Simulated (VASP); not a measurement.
# Re (P6_3/mmc) in VASP: further runs, part 2 of 2

VASP 6.6.1. The steps go on from the part before.

## Step 3: Single point, BLYP (13.67 Å³/atom)

This run uses another cell than the first one, of 13.67 Å³/atom.

Input file INCAR:

```
AGGAC = 1.0
AGGAX = 1.0
ALDAC = 0.0
ALDAX = 1.0
ALGO = Normal
EDIFF = 1E-6
ENCUT = 560
GGA = B5
GGA_COMPAT = False
ISIF = 2
ISMEAR = -1
LASPH = True
LCHARG = False
LREAL = False
LWAVE = False
NBANDS = 22
NELM = 120
PREC = Accurate
SIGMA = 0.1
```

Input file KPOINTS:

```
k-points
0
Gamma
  21 21 12
```

Input file POSCAR:

```
Re
1.0
    2.6976472114      0.0000000000      0.0000000000
   -1.3488236057      2.3362310156      0.0000000000
    0.0000000000      0.0000000000      4.3370887810
Re
2
Direct
    0.3333333333      0.6666666667      0.2500000000
    0.6666666667      0.3333333333      0.7500000000
```

Potentials or basis: VASP PAW PBE potentials, release 64 (Re_sv_GW).

Launch:

```console
$ cat potpaw_PBE.64/Re_sv_GW/POTCAR > POTCAR
$ mpirun -np 1 vasp_std > vasp.out
```

OUTCAR:

```text
EDIFF = 1E-6
   ENCUT = 560
   GGA = B5
   ISIF = 2
   ISMEAR = -1
   LASPH = True
   LREAL = False
   NELM = 120
   PREC = Accurate

 ion  position               nearest neighbor table
   1  0.333  0.667  0.250-   2 2.67   2 2.67   2 2.67   2 2.67   2 2.67   2 2.67
   2  0.667  0.333  0.750-   1 2.67   1 2.67   1 2.67   1 2.67   1 2.67   1 2.67

  LATTYP: Found a hexagonal cell.
 ALAT       =     2.6976472114
 C/A-ratio  =     1.6077301593

  Lattice vectors:

 A1 = (   2.6976472114,   0.0000000000,   0.0000000000)
 A2 = (  -1.3488236057,   2.3362310156,   0.0000000000)
 A3 = (   0.0000000000,   0.0000000000,   4.3370887810)

Analysis of symmetry for initial positions (statically):
=====================================================================
 Subroutine PRICEL returns:
 Original cell was already a primitive cell.

 Routine SETGRP: Setting up the symmetry group for a
 hexagonal supercell.

 Subroutine GETGRP returns: Found 24 space group operations
 (whereof 12 operations were pure point group operations)
 out of a pool of 24 trial point group operations.

[... 159 lines left out ...]
  ---------------------------------------------------
  free energy    TOTEN  =       -24.28317850 eV

  energy without entropy =      -24.23260340  energy(sigma->0) =      -24.25789095

 E-fermi :  14.9559     XC(G=0): -13.9822

 val. band max:       14.9430994371   @ k =   0.4286   0.0476   0.5000
 cond. band min:      14.9574508379   @ k =   0.3333   0.1905   0.4167
 fundamental gap:      0.0143514008
 Fermi energy:        14.9559208776

 k-point     1 :       0.0000    0.0000    0.0000
  band No.  band energies     occupation
      1     -64.4907      2.00000
      2     -64.3121      2.00000
      3     -27.4465      2.00000
      4     -26.0851      2.00000
      5     -26.0851      2.00000
      6     -25.8558      2.00000
[... 589 lines left out ...]
     21      25.4310      0.00000
     22      31.4642      0.00000

 [... further k-points ...]

------------------------ aborting loop because EDIFF is reached ----------------------------------------

  FORCE on cell =-STRESS in cart. coord.  units (eV):
  Direction    XX          YY          ZZ          XY          YZ          ZX
  --------------------------------------------------------------------------------------
  -------------------------------------------------------------------------------------
  Total        9.4466894      9.4466894      9.6138526      0.0000000      0.0000000     -0.0000000
  in kB      553.7209637    553.7209638    563.5192970      0.0000000      0.0000000     -0.0000000
  external PRESSURE =     556.9870748 kB  Pullay stress =       0.0000000 kB

 VOLUME and BASIS-vectors are now :
 -----------------------------------------------------------------------------
  energy-cutoff  :      560.00
  volume of cell :       27.33
      direct lattice vectors                 reciprocal lattice vectors
     2.697647211  0.000000000  0.000000000     0.370693394  0.214019931  0.000000000
    -1.348823606  2.336231016  0.000000000     0.000000000  0.428039861  0.000000000
     0.000000000  0.000000000  4.337088781     0.000000000  0.000000000  0.230569410

 POSITION                                       TOTAL-FORCE (eV/Angst)
 -----------------------------------------------------------------------------------
     -0.00000      1.55749      1.08427        -0.000000     -0.000000      0.000000
      1.34882      0.77874      3.25282         0.000000      0.000000      0.000000
 -----------------------------------------------------------------------------------
    total drift:                               -0.000000      0.000000     -0.000000

  FREE ENERGIE OF THE ION-ELECTRON SYSTEM (eV)
  ---------------------------------------------------
  free  energy   TOTEN  =       -24.2831784995 eV

  energy  without entropy=      -24.2326034025  energy(sigma->0) =      -24.25789095
```

OSZICAR:

```text
N       E                     dE             d eps       ncg     rms          rms(c)
DAV:   1     0.290640688279E+03    0.29064E+03   -0.21875E+04 15072   0.153E+03
DAV:   2    -0.136076882444E+02   -0.30425E+03   -0.29258E+03 17988   0.440E+02
DAV:   3    -0.257830710466E+02   -0.12175E+02   -0.12067E+02 18134   0.825E+01
DAV:   4    -0.259818337492E+02   -0.19876E+00   -0.19873E+00 16236   0.985E+00
DAV:   5    -0.259864605597E+02   -0.46268E-02   -0.46268E-02 18340   0.133E+00    0.628E+02
DAV:   6    -0.245155531558E+02    0.14709E+01   -0.22291E+00 16248   0.116E+01    0.195E+02
DAV:   7    -0.242830696634E+02    0.23248E+00   -0.70686E-01 17658   0.616E+00    0.108E+01
DAV:   8    -0.242826826200E+02    0.38704E-03   -0.68472E-03 16688   0.855E-01    0.315E+00
DAV:   9    -0.242830342867E+02   -0.35167E-03   -0.41653E-03 17660   0.641E-01    0.613E-01
DAV:  10    -0.242831651704E+02   -0.13088E-03   -0.27993E-04 16566   0.171E-01    0.109E-01
DAV:  11    -0.242831769472E+02   -0.11777E-04   -0.56459E-06 16074   0.257E-02    0.130E-01
DAV:  12    -0.242831783202E+02   -0.13730E-05   -0.59302E-06 16428   0.221E-02    0.268E-02
DAV:  13    -0.242831784995E+02   -0.17926E-06   -0.22760E-07  8886   0.441E-03
   1 F= -.24283178E+02 E0= -.24257891E+02  d E =-.505751E-01
```

It took 79 s on 1 thread of Intel Xeon 6975P-C (Granite Rapids), shared host; peak memory 0.31 GiB.

What came out:

- Free energy: -24.2832 eV
- Pressure: 55.7 GPa
- Band gap on the k mesh: zero (bands 15 and 16 overlap by 4.07 eV)

Caveat: the cell stands under pressure; the PAW data sets were made with another functional, which shifts forces and pressure a little; spin-orbit coupling is left out, which moves the levels of the heavy elements.
